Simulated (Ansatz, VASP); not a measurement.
**Cu: VASP beside Ansatz**

```
CELL_PARAMETERS angstrom
0.00000 1.81458 1.81458
1.81458 0.00000 1.81458
1.81458 1.81458 0.00000
ATOMIC_POSITIONS crystal
Cu 0.00000 0.00000 0.00000
```

Alike in both runs: task single point; functional PBE; k mesh 12 × 12 × 12; occupations fermi-dirac, width 0.1 eV; no spin polarisation.

```csv
,VASP,Ansatz
version,VASP 6.6.1,Ansatz 0.2.0
potentials or method,"VASP PAW PBE potentials, release 64 (Cu), cutoff 520 eV","plane waves (420 eV) with PAW, scalar-relativistic"
valence electrons in the cell,11,19
```

```tsv
	VASP	Ansatz	Ansatz less VASP
pressure (GPa)	0.6	0.1	-0.53
```

VASP's potentials hold 11 valence electrons a cell and Ansatz's 19, so a difference there can come from the potentials and not from the codes.
